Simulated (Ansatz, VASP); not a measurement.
One calculation of Pd, two programs

Contents of INCAR:

```
ALGO = Fast
EDIFF = 1E-6
ENCUT = 520
GGA = CA
ISIF = 2
ISMEAR = -1
LASPH = True
LCHARG = False
LREAL = False
LWAVE = False
NBANDS = 17
NELM = 100
PREC = Accurate
SIGMA = 0.05
```

KPOINTS

```
k-points
0
Gamma
  11 11 6
```

POSCAR

```
Pd
1.0
    2.7836650458      0.0000000000      0.0000000000
   -1.3918325229      2.4107246453      0.0000000000
    0.0000000000      0.0000000000      4.6288930000
Pd
2
Direct
    0.3333333333      0.6666666667      0.2500000000
    0.6666666667      0.3333333333      0.7500000000
```

input.yaml

```yaml
crystal:
  lattice:
    - [2.7836650458, 0.0, 0.0]
    - [-1.3918325229, 2.4107246453, 0.0]
    - [0.0, 0.0, 4.628893]
  atoms:
    - { symbol: Pd, position: [0.3333333333, 0.6666666667, 0.25] }
    - { symbol: Pd, position: [0.6666666667, 0.3333333333, 0.75] }
hamiltonian:
  xc: lda
  pseudopotentials: { kind: paw }
kpoints:
  mp_grid: { grid: [11, 11, 6] }
scf:
  occupations: { method: fermi_dirac, width: 0.05 }
output:
  forces: true
  stress: true
  eigenvalues: true
```

Alike in both runs: task single point; functional LDA; k mesh 11 × 11 × 6; occupations fermi-dirac, width 0.05 eV; no spin polarisation.

|  | VASP | Ansatz |
| --- | --- | --- |
| version | VASP 6.6.1 | Ansatz 0.2.0 |
| potentials or method | VASP PAW LDA potentials, release 64 (Pd) | Ansatz PAW |
| plane-wave cutoff (eV) | 520 | 420 |
| valence electrons in the cell | 20 | 36 |

|  | VASP | Ansatz | Ansatz less VASP |
| --- | --- | --- | --- |
| gap on the k mesh at the Fermi level (eV) | none | none | - |
| pressure (GPa) | -15.4 | -15.6 | -0.28 |
| traceless stress, the component that is largest in VASP (GPa) | 0.39 | 0.48 | +0.083 |

LDA's correlation is that of Perdew and Zunger in VASP and of Perdew and Wang (1992) in Ansatz. A gap of «none» marks a metal or a gap that the smearing closes. VASP's potentials hold 20 valence electrons a cell and Ansatz's 36, so a difference there can come from the potentials and not from the codes.
